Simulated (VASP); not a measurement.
# Sn (Im-3m) in VASP: settings compared

Aim: see how the results for Sn move with the level of theory and the settings. Levels: revPBE+D3(BJ), revPBE+D4, BLYP+D3(BJ), BLYP+D4, PBE. Tasks: relaxation of cell and atoms, single point.

All numbers are computed with VASP 6.6.1; they aren't measurements. Logs are shortened: lines on timing, memory, paths and dates and some standing lists are left out, and cuts for length are marked.

## 1. The cell of the first run

Symmetry: Im-3m, No. 229, cubic system. Conventional cell: a = 3.789 Å, b = 3.789 Å, c = 3.789 Å, α = 90.00°, β = 90.00°, γ = 90.00°. Sn (site symmetry m-3m) has 14 Sn at 3.28 to 3.79 Å within 4.3 Å.

## 2. Relaxation of cell and atoms, revPBE+D3(BJ)

INCAR

```
PREC = Accurate
ENCUT = 600
EDIFF = 1E-6
ISMEAR = -1
SIGMA = 0.05
LREAL = False
LASPH = True
NELM = 60
ALGO = Fast
ISIF = 3
LWAVE = False
LCHARG = False
GGA = RE
IVDW = 12
IBRION = 2
NSW = 60
EDIFFG = -0.01
```

KPOINTS

```
Automatic mesh
0
Gamma
  10 10 10
```

POSCAR

```
Sn
1.0
   -1.8946518192      1.8946518192      1.8946518192
    1.8946518192     -1.8946518192      1.8946518192
    1.8946518192      1.8946518192     -1.8946518192
Sn
1
Direct
    0.0000000000      0.0000000000      0.0000000000
```

Potentials or basis: VASP PAW PBE potentials, release 64 (Sn_d).

Run with:

```
> cat potpaw_PBE.64/Sn_d/POTCAR > POTCAR
> mpirun -np 1 vasp_std > vasp.out
```

OUTCAR:

```text
PREC = Accurate
   ENCUT = 600
   EDIFF = 1E-6
   ISMEAR = -1
   LREAL = False
   LASPH = True
   NELM = 60
   ISIF = 3
   GGA = RE
   IVDW = 12
   IBRION = 2
   NSW = 60
   EDIFFG = -0.01
 IVDW          = 12

 ion  position               nearest neighbor table
   1  0.000  0.000  0.000-

  LATTYP: Found a body centered cubic cell.
 ALAT       =     3.7893036384

  Lattice vectors:

 A1 = (  -1.8946518192,   1.8946518192,   1.8946518192)
 A2 = (   1.8946518192,  -1.8946518192,   1.8946518192)
 A3 = (   1.8946518192,   1.8946518192,  -1.8946518192)

Analysis of symmetry for initial positions (statically):
=====================================================================
 Subroutine PRICEL returns:
 Original cell was already a primitive cell.

 Routine SETGRP: Setting up the symmetry group for a
 body centered cubic supercell.

 Subroutine GETGRP returns: Found 48 space group operations
[... 9 lines left out ...]

 Routine SETGRP: Setting up the symmetry group for a
 body centered cubic supercell.

 Subroutine GETGRP returns: Found 48 space group operations
[... 11 lines left out ...]
                                     Primitive cell

  volume of cell :      27.2050

  direct lattice vectors                    reciprocal lattice vectors
    -1.894651819  1.894651819  1.894651819     0.000000000  0.263900731  0.263900731
     1.894651819 -1.894651819  1.894651819     0.263900731  0.000000000  0.263900731
     1.894651819  1.894651819 -1.894651819     0.263900731  0.263900731  0.000000000

  length of vectors
     3.281633214  3.281633214  3.281633214     0.373211993  0.373211993  0.373211993

  position of ions in fractional coordinates (direct lattice)
     0.000000000  0.000000000  0.000000000

  ion indices of the primitive-cell ions
   primitive index   ion index
                 1           1

----------------------------------------------------------------------------------------

 KPOINTS: Automatic mesh

Automatic generation of k-mesh.
 Grid dimensions read from file:
 generate k-points for:   10   10   10

 Generating k-lattice:

  Cartesian coordinates                     Fractional coordinates (reciprocal lattice)
     0.000000000  0.026390073  0.026390073     0.100000000  0.000000000  0.000000000
     0.026390073  0.000000000  0.026390073     0.000000000  0.100000000  0.000000000
     0.026390073  0.026390073  0.000000000     0.000000000  0.000000000  0.100000000

  Length of vectors
     0.037321199  0.037321199  0.037321199

  Shift w.r.t. Gamma in fractional coordinates (k-lattice)
     0.000000000  0.000000000  0.000000000

 Subroutine IBZKPT returns following result:
 ===========================================

[... 41 lines left out ...]
   ISPIN  =      1    spin polarized calculation?
   LNONCOLLINEAR =      F non collinear calculations
   LSORBIT =      F    spin-orbit coupling
   LASPH  =      T    aspherical Exc in radial PAW
   ENCUT  =  600.0 eV  44.10 Ry    6.64 a.u.   6.55  6.55  6.55*2*pi/ulx,y,z
   NELM   =     60;   NELMIN=  2; NELMDL= -5     # of ELM steps
   EDIFF  = 0.1E-05   stopping-criterion for ELM
   LREAL  =      F    real-space projection
   EDIFFG = -.1E-01   stopping-criterion for IOM
   NSW    =     60    number of steps for IOM
   IBRION =      2    ionic relax: 0-MD 1-quasi-New 2-CG
   NFREE  =      1    steps in history (QN), initial steepest desc. (CG)
   ISIF   =      3    stress and relaxation
   ISYM   =      2    0-nonsym 1-usesym 2-fastsym
   POTIM  = 0.5000    time-step for ionic-motion
   TEBEG  =    0.0;   TEEND  =   0.0 temperature during run
   PSTRESS=    0.0 pullay stress
   NELECT =      14.0000    total number of electrons
   NUPDOWN=      -1.0000    fix difference up-down
   EMIN   =  10.00;   EMAX   =-10.00  energy-range for DOS
   EFERMI =   0.00;   METHOD = LEGACY
   ISMEAR =    -1;   SIGMA  =   0.05  broadening in eV -4-tet -1-fermi 0-gaus
   EFERMI_NEDOS =   21; number of points for ismear=-14 and -15
   IALGO  =     68    algorithm
   IMIX   =      4    mixing-type and parameters
     AMIX     =   0.40;   BMIX     =  1.00
     AMIX_MAG =   1.60;   BMIX_MAG =  1.00
  volume/ion in A,a.u.               =      27.20       183.59
  Fermi-wavevector in a.u.,A,eV,Ry     =   1.311902  2.479136 23.416813  1.721087
  Thomas-Fermi vector in A             =   2.442332
   LORBIT       =      0    0 simple, 1 ext, 2 COOP (PROOUT), +10 PAW based schemes
   GGA     = RE    functional components
   LHFCALC =     F    Hartree Fock is set to
   AEXX    =    0.0000 exact exchange contribution
   IVDW    =    12    specifies the selected vdW correction
   LEPSILON=     F    determine dielectric tensor
   LRPA    =     F    only Hartree local field effects (RPA)
 conjugate gradient relaxation of ions
 non-spin polarized calculation
 RMM-DIIS sequential band-by-band and
  energy-cutoff  :      600.00
  volume of cell :       27.20
 maximum number of plane-waves:       935
 NGX is ok and might be reduce to    28
   NGX = 13   NGY = 13   NGZ = 13

--------------------------------------- Ionic step        1  -------------------------------------------

 number of electron      13.9999996 magnetization

 Free energy of the ion-electron system (eV)
  ---------------------------------------------------
  ext. energy  EPLUGINS =         0.00000000
  ---------------------------------------------------
  free energy    TOTEN  =        -3.45112510 eV

  energy without entropy =       -3.44388363  energy(sigma->0) =       -3.44750437

------------------------ aborting loop because EDIFF is reached ----------------------------------------

 Edisp (eV)   -0.70806

 E8    (eV) :    -0.5158
[... 147 lines left out ...]
--------------------------------------- Ionic step        5  -------------------------------------------

 number of electron      14.0000006 magnetization

 Free energy of the ion-electron system (eV)
  ---------------------------------------------------
  ext. energy  EPLUGINS =         0.00000000
  ---------------------------------------------------
  free energy    TOTEN  =        -3.42228820 eV

  energy without entropy =       -3.41616538  energy(sigma->0) =       -3.41922679

 E-fermi :   8.8545     XC(G=0): -10.5772

 val. band max:        8.8442788383   @ k =  -0.4000   0.4000   0.4000
 cond. band min:       8.8551606140   @ k =   0.2000   0.2000   0.0000
 fundamental gap:      0.0108817757
 Fermi energy:         8.8544933424

 k-point     1 :       0.0000    0.0000    0.0000
  band No.  band energies     occupation
      1     -12.7994      2.00000
      2     -12.7994      2.00000
      3     -12.7994      2.00000
      4     -12.6375      2.00000
      5     -12.6375      2.00000
      6      -2.6308      2.00000
      7      17.4071      0.00000
      8      17.4071      0.00000
      9      17.4071      0.00000
     10      21.0547      0.00000
     11      21.0547      0.00000
[... 309 lines left out ...]
 k-point    24 :      -0.3000    0.3000    0.1000
  band No.  band energies     occupation
      1     -12.8095      2.00000
      2     -12.7583      2.00000
      3     -12.6758      2.00000
      4     -12.6474      2.00000
      5     -12.6337      2.00000
      6      -0.3384      2.00000
      7       9.0887      0.01831
      8      12.9250      0.00000
      9      14.2759      0.00000
     10      18.1403      0.00000
     11      19.1112      0.00000

 [... further k-points ...]

------------------------ aborting loop because EDIFF is reached ----------------------------------------

 Edisp (eV)   -0.74936

 E8    (eV) :    -0.5458
[... 24 lines left out ...]
  FREE ENERGIE OF THE ION-ELECTRON SYSTEM (eV)
  ---------------------------------------------------
  free  energy   TOTEN  =        -4.1716471238 eV

  energy  without entropy=       -4.1655243084  energy(sigma->0) =       -4.16858572

 reached required accuracy - stopping structural energy minimisation
```

OSZICAR:

```text
N       E                     dE             d eps       ncg     rms          rms(c)
DAV:   1     0.771196860787E+02    0.77120E+02   -0.80479E+03  1050   0.212E+03
DAV:   2     0.124699966828E+01   -0.75873E+02   -0.74170E+02  1052   0.356E+02
DAV:   3    -0.335701137600E+01   -0.46040E+01   -0.45623E+01  1196   0.785E+01
[... 38 lines left out ...]
DAV:   1    -0.342248926519E+01   -0.10961E-02   -0.40201E-03  1163   0.137E+00    0.766E-02
RMM:   2    -0.342232735464E+01    0.16191E-03   -0.21292E-04  1088   0.271E-01    0.343E-02
RMM:   3    -0.342228997094E+01    0.37384E-04   -0.10846E-04  1082   0.181E-01    0.482E-03
RMM:   4    -0.342228765310E+01    0.23178E-05   -0.16629E-05  1082   0.438E-02    0.188E-03
RMM:   5    -0.342228819733E+01   -0.54423E-06   -0.24981E-06   782   0.201E-02
   5 F= -.41716471E+01 E0= -.41685857E+01  d E =-.124630E-01
```

CONTCAR:

```text
Sn
   1.00000000000000
    -1.8594020144927110    1.8594020144927110    1.8594020144927110
     1.8594020144927110   -1.8594020144927110    1.8594020144927110
     1.8594020144927110    1.8594020144927110   -1.8594020144927110
  Sn
     1
Direct
     0.0000000000000000    0.0000000000000000    0.0000000000000000

  0.00000000E+00  0.00000000E+00  0.00000000E+00
```

Run time: 40 s. Hardware: 1 thread of Intel Xeon Platinum 8559C (Emerald Rapids), shared host; peak memory 0.18 GiB.

What came out:

```
Free energy                            : -4.1716 eV
Relaxed volume                         : 25.71 Å³/atom
Relaxed cell                           : a = 3.221 Å, b = 3.221 Å, c = 3.221 Å, α = 109.47°, β = 109.47°, γ = 109.47°
Space group after relaxing (to 0.05 Å) : Im-3m (No. 229)
Energy gained by relaxing              : 12.5 meV/atom
Ionic steps                            : 5
Pressure after relaxing                : 0.0 GPa
Band gap on the k mesh                 : zero (band 7 reaches 17.41 eV, above the bottom of band 8 at 6.40 eV)
Dispersion energy per atom             : -0.749 eV
```

The path:
```tsv
step	energy change (eV)	largest force (eV/Å)	pressure (GPa)	volume (Å³)
1	0.0000	0.0000	-2.52	27.20
2	-0.0123	0.0000	0.45	25.55
3	-0.0125	0.0000	-0.20	25.74
4	-0.0124	0.0000	0.18	25.68
5	-0.0125	0.0000	-0.05	25.71
```

Final structure:
```cif
data_structure
_symmetry_space_group_name_H-M 'P 1'
_symmetry_Int_Tables_number 1
_cell_length_a 3.2206
_cell_length_b 3.2206
_cell_length_c 3.2206
_cell_angle_alpha 109.471
_cell_angle_beta 109.471
_cell_angle_gamma 109.471
_cell_volume 25.71
loop_
_atom_site_label
_atom_site_type_symbol
_atom_site_fract_x
_atom_site_fract_y
_atom_site_fract_z
_atom_site_occupancy
Sn1 Sn 0.00000 0.00000 0.00000 1
```

Levels at points of the mesh, in eV from the Fermi level:
```csv
k point,band 5,band 6,band 7,band 8,band 9,band 10
"(0.00, 0.00, 0.00)",-21.49,-11.49,8.55,8.55,8.55,12.20
"(0.50, 0.00, 0.00)",-21.39,-6.44,-4.71,3.83,5.66,8.28
"(0.50, 0.50, 0.50)",-21.42,-2.07,-0.53,-0.53,-0.53,3.79
```

Caveat: the PAW data sets were made with another functional, which shifts forces and pressure a little; spin-orbit coupling is left out, which moves the levels of the heavy elements; pairwise dispersion overbinds metals, which lowers pressure and volume.

## 3. Relaxation of cell and atoms, revPBE+D4

INCAR

```
SYSTEM = Sn
PREC = Accurate
ENCUT = 600
EDIFF = 1E-7
ISMEAR = -1
SIGMA = 0.05
LREAL = .FALSE.
LASPH = .TRUE.
NELM = 100
ALGO = Normal
ISIF = 3
LWAVE = .FALSE.
LCHARG = .FALSE.
GGA = RE
IVDW = 13
IBRION = 2
NSW = 60
EDIFFG = -0.01
```

KPOINTS

```
regular mesh
0
G
  10 10 10
  0 0 0
```

POSCAR is that of step 2.

Potentials or basis: VASP PAW PBE potentials, release 64 (Sn_d).

Run with:

```
> cat potpaw_PBE.64/Sn_d/POTCAR > POTCAR
> mpirun -np 1 vasp_std > vasp.out
```

OUTCAR:

```text
SYSTEM = Sn
   PREC = Accurate
   ENCUT = 600
   EDIFF = 1E-7
   ISMEAR = -1
   LREAL = .FALSE.
   LASPH = .TRUE.
   NELM = 100
   ISIF = 3
   GGA = RE
   IVDW = 13
   IBRION = 2
   NSW = 60
   EDIFFG = -0.01

 ion  position               nearest neighbor table
   1  0.000  0.000  0.000-

  LATTYP: Found a body centered cubic cell.
 ALAT       =     3.7893036384

  Lattice vectors:

 A1 = (  -1.8946518192,   1.8946518192,   1.8946518192)
 A2 = (   1.8946518192,  -1.8946518192,   1.8946518192)
 A3 = (   1.8946518192,   1.8946518192,  -1.8946518192)

Analysis of symmetry for initial positions (statically):
=====================================================================
 Subroutine PRICEL returns:
 Original cell was already a primitive cell.

 Routine SETGRP: Setting up the symmetry group for a
 body centered cubic supercell.

[... 247 lines left out ...]
  ext. energy  EPLUGINS =         0.00000000
  ---------------------------------------------------
  free energy    TOTEN  =        -3.43279767 eV

  energy without entropy =       -3.42630788  energy(sigma->0) =       -3.42955278

 E-fermi :   8.6579     XC(G=0): -10.5042

 val. band max:        8.6391928474   @ k =   0.2000   0.2000   0.0000
 cond. band min:       8.6621261615   @ k =  -0.4000   0.4000   0.4000
 fundamental gap:      0.0229333140
 Fermi energy:         8.6579389218

 k-point     1 :       0.0000    0.0000    0.0000
  band No.  band energies     occupation
      1     -12.9795      2.00000
      2     -12.9795      2.00000
      3     -12.9795      2.00000
      4     -12.8248      2.00000
      5     -12.8248      2.00000
      6      -2.7068      2.00000
      7      17.0662      0.00000
      8      17.0662      0.00000
      9      17.0662      0.00000
     10      20.8335      0.00000
     11      20.8335      0.00000
[... 309 lines left out ...]
 k-point    24 :      -0.3000    0.3000    0.1000
  band No.  band energies     occupation
      1     -12.9888      2.00000
      2     -12.9395      2.00000
      3     -12.8612      2.00000
      4     -12.8343      2.00000
      5     -12.8211      2.00000
      6      -0.4456      2.00000
      7       8.8808      0.02290
      8      12.6784      0.00000
      9      14.0175      0.00000
     10      17.8690      0.00000
     11      18.8453      0.00000

 [... further k-points ...]

------------------------ aborting loop because EDIFF is reached ----------------------------------------

  DFT-D4 for vdW energy calculation

  Edisp (eV):   -0.65754
[... 24 lines left out ...]
  FREE ENERGIE OF THE ION-ELECTRON SYSTEM (eV)
  ---------------------------------------------------
  free  energy   TOTEN  =        -4.0903400188 eV

  energy  without entropy=       -4.0838502322  energy(sigma->0) =       -4.08709513

 reached required accuracy - stopping structural energy minimisation
```

OSZICAR:

```text
N       E                     dE             d eps       ncg     rms          rms(c)
DAV:   1     0.771196860787E+02    0.77120E+02   -0.80479E+03  1050   0.212E+03
DAV:   2     0.124699966828E+01   -0.75873E+02   -0.74170E+02  1052   0.356E+02
DAV:   3    -0.335701137600E+01   -0.46040E+01   -0.45623E+01  1196   0.785E+01
DAV:   4    -0.345780250623E+01   -0.10079E+00   -0.10073E+00  1167   0.124E+01
[... 26 lines left out ...]
DAV:   4    -0.343280312236E+01    0.43192E-04   -0.55557E-05  1145   0.115E-01    0.526E-03
DAV:   5    -0.343279853089E+01    0.45915E-05   -0.26621E-06  1516   0.171E-02    0.281E-03
DAV:   6    -0.343279748541E+01    0.10455E-05   -0.63331E-07  1123   0.127E-02    0.505E-04
DAV:   7    -0.343279759310E+01   -0.10769E-06   -0.13205E-08   568   0.143E-03    0.138E-04
DAV:   8    -0.343279767143E+01   -0.78324E-07   -0.41841E-09   523   0.964E-04
   3 F= -.40903400E+01 E0= -.40870951E+01  d E =-.676255E-02
```

Run time: 31 s. Hardware: 1 thread of Intel Xeon Platinum 8559C (Emerald Rapids), shared host; peak memory 0.17 GiB.

What came out:

- Free energy: -4.0903 eV
- Relaxed volume: 26.11 Å³/atom
- Relaxed cell: a = 3.237 Å, b = 3.237 Å, c = 3.237 Å, α = 109.47°, β = 109.47°, γ = 109.47°
- Space group after relaxing (to 0.05 Å): Im-3m (No. 229)
- Energy gained by relaxing: 6.8 meV/atom
- Ionic steps: 3
- Pressure after relaxing: 0.0 GPa
- Band gap on the k mesh: zero (band 7 reaches 17.07 eV, above the bottom of band 8 at 6.26 eV)
- Dispersion energy per atom: -0.658 eV

Step by step:
| step | energy change (eV) | largest force (eV/Å) | pressure (GPa) | volume (Å³) |
| --- | --- | --- | --- | --- |
| 1 | 0.0000 | 0.0000 | -1.88 | 27.20 |
| 2 | -0.0066 | 0.0000 | 0.29 | 25.97 |
| 3 | -0.0068 | 0.0000 | 0.00 | 26.11 |

Final structure:
```cif
data_structure
_symmetry_space_group_name_H-M 'P 1'
_symmetry_Int_Tables_number 1
_cell_length_a 3.2369
_cell_length_b 3.2369
_cell_length_c 3.2369
_cell_angle_alpha 109.471
_cell_angle_beta 109.471
_cell_angle_gamma 109.471
_cell_volume 26.11
loop_
_atom_site_label
_atom_site_type_symbol
_atom_site_fract_x
_atom_site_fract_y
_atom_site_fract_z
_atom_site_occupancy
Sn1 Sn 0.00000 0.00000 0.00000 1
```

Levels at points of the mesh, in eV from the Fermi level:
```
           k point  band 5  band 6  band 7  band 8  band 9  band 10
(0.00, 0.00, 0.00)  -21.48  -11.36    8.41    8.41    8.41    12.18
(0.50, 0.00, 0.00)  -21.39   -6.42   -4.63    3.78    5.61     8.19
(0.50, 0.50, 0.50)  -21.41   -2.16   -0.51   -0.51   -0.51     3.80
```

Caveat: the PAW data sets were made with another functional, which shifts forces and pressure a little; spin-orbit coupling is left out, which moves the levels of the heavy elements; pairwise dispersion overbinds metals, which lowers pressure and volume.

## 4. Relaxation of cell and atoms, BLYP+D3(BJ)

INCAR

```
AGGAC = 1.0
AGGAX = 1.0
ALDAC = 0.0
ALDAX = 1.0
ALGO = Normal
EDIFF = 1E-6
EDIFFG = -0.01
ENCUT = 600
GGA = B5
IBRION = 2
ISIF = 3
ISMEAR = -1
IVDW = 12
LASPH = T
LCHARG = F
LREAL = F
LWAVE = F
NELM = 60
NSW = 60
PREC = Accurate
SIGMA = 0.05
VDW_A1 = 0.4298
VDW_A2 = 4.2359
VDW_S6 = 1.0
VDW_S8 = 2.6996
```

KPOINTS

```
k-points
0
Gamma
  10 10 10
```

POSCAR is that of step 3.

Run with:

```
> cat potpaw_PBE.64/Sn_d/POTCAR > POTCAR
> mpirun -np 1 vasp_std > vasp.out
```

Run time: 29 s. Hardware: 1 thread of Intel Xeon Platinum 8559C (Emerald Rapids), shared host; peak memory 0.17 GiB.

Results (log left out):

```
Free energy                            : -3.7959 eV
Relaxed volume                         : 27.31 Å³/atom
Relaxed cell                           : a = 3.286 Å, b = 3.286 Å, c = 3.286 Å, α = 109.47°, β = 109.47°, γ = 109.47°
Space group after relaxing (to 0.05 Å) : Im-3m (No. 229)
Energy gained by relaxing              : 0.1 meV/atom
Ionic steps                            : 2
Pressure after relaxing                : 0.0 GPa
Band gap on the k mesh                 : zero (band 7 reaches 16.16 eV, above the bottom of band 8 at 6.34 eV)
Dispersion energy per atom             : -0.914 eV
```

Final structure:
```
Sn
1.0
    -1.89713    1.89713    1.89713
     1.89713   -1.89713    1.89713
     1.89713    1.89713   -1.89713
Sn
1
Direct
  0.00000 0.00000 0.00000
```

Levels at points of the mesh, in eV from the Fermi level:
```csv
k point,band 4,band 5,band 6,band 7,band 8,band 9,band 10,band 11
"(0.00, 0.00, 0.00)",-21.37,-21.37,-11.02,7.70,7.70,7.70,12.46,12.46
"(0.50, 0.00, 0.00)",-21.38,-21.29,-6.49,-4.25,3.48,5.45,8.22,8.49
"(0.50, 0.50, 0.50)",-21.31,-21.31,-2.72,-0.47,-0.47,-0.47,4.25,4.25
```

Caveat: the PAW data sets were made with another functional, which shifts forces and pressure a little; spin-orbit coupling is left out, which moves the levels of the heavy elements; pairwise dispersion overbinds metals, which lowers pressure and volume.

(Part 1 of 2 ends here.)
